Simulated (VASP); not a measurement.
Ni:

```
CELL_PARAMETERS angstrom
0.00000 1.89799 1.89799
1.89799 0.00000 1.89799
1.89799 1.89799 0.00000
ATOMIC_POSITIONS crystal
Ni 0.00000 0.00000 0.00000
```

This cell differs from its parent crystal: volume scaled by 1.25.

Base run:

| Property | Result |
| --- | --- |
| Program | VASP 6.6.1 |
| Functional | LDA |
| Potentials or basis | VASP PAW LDA potentials, release 64 (Ni) |
| Cutoff | 520 eV |
| k mesh | 16 × 16 × 16 |
| Occupations | fermi-dirac, width 0.1 eV |
| Spin | no spin polarisation |

Its results: pressure -36.6 GPa.

Task: The run is repeated on the same cell with these changes: spin from no spin polarisation to collinear spin, ferromagnetic start; further incar settings from ALGO = Normal; EDIFF = 1e-07; NBANDS = 11 to ALGO = Normal; EDIFF = 1e-06; NBANDS = 15. What comes out?

Result: Pressure -36.0 GPa; net moment 0.64 μB per cell; site moments Ni +0.66 μB.
